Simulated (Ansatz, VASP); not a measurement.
## Hg: VASP beside Ansatz

The input INCAR:

```
SYSTEM = Hg
PREC     = Accurate       ! precision mode
ENCUT    = 520            ! plane-wave cutoff, eV
EDIFF    = 1E-7           ! SCF threshold, eV
ISMEAR   = -1             ! smearing method
SIGMA    = 0.1            ! smearing width, eV
LREAL    = .False.        ! projectors in reciprocal space
LASPH    = .True.         ! aspherical terms in the spheres
NELM     = 100            ! most SCF steps
ALGO     = Normal         ! electronic algorithm
ISIF     = 2              ! what is computed and relaxed
LWAVE    = .False.        ! write WAVECAR
LCHARG   = .True.         ! write CHGCAR
GGA      = RP             ! functional
LELF     = .True.         ! ELF
LVHAR    = .True.       
NBANDS   = 12             ! bands
```

KPOINTS

```
regular mesh
0
Gamma
  9 9 9
  0 0 0
```

Contents of POSCAR:

```
Hg
1.0
   -2.8309713819      2.8309713819      2.8309713819
    2.8309713819     -2.8309713819      2.8309713819
    2.8309713819      2.8309713819     -2.8309713819
Hg
1
Direct
    0.0000000000      0.0000000000      0.0000000000
```

Input for Ansatz:

```yaml
crystal:
  lattice:
    - [-2.8309713819, 2.8309713819, 2.8309713819]
    - [2.8309713819, -2.8309713819, 2.8309713819]
    - [2.8309713819, 2.8309713819, -2.8309713819]
  atoms:
    - { symbol: Hg, position: [0.0, 0.0, 0.0] }
hamiltonian:
  xc: rpbe
  pseudopotentials:
    kind: paw
    azcp:
      Hg: "pseudopotentials/Hg.paw.azcp"
basis:
  ecutwfc: 420
  fft_grid_basis: typed
kpoints:
  mp_grid: { grid: [9, 9, 9], shift: [0, 0, 0] }
magnetization:
  spin_polarized: false
scf:
  occupations: { method: fermi_dirac, width: 0.1 }
  lower_state_search: "off"
output:
  stress: true
```

Alike in both runs: task single point; functional RPBE; k mesh 9 × 9 × 9; occupations fermi-dirac, width 0.1 eV; no spin polarisation.

|  | VASP | Ansatz |
| --- | --- | --- |
| version | VASP 6.6.1 | Ansatz 0.2.0 |
| potentials or method | VASP PAW PBE potentials, release 64 (Hg), cutoff 520 eV | plane waves (420 eV) with PAW, scalar-relativistic |
| valence electrons in the cell | 12 | 20 |

```csv
,VASP,Ansatz,Ansatz less VASP
pressure (GPa),0.0,0.1,+0.03
```

VASP's potentials were made for PBE, not for RPBE. The functional is the same, so the differences come from potentials, cutoffs and numerics. VASP's potentials hold 12 valence electrons a cell and Ansatz's 20, so a difference there can come from the potentials and not from the codes.

Spin-orbit coupling is off throughout.
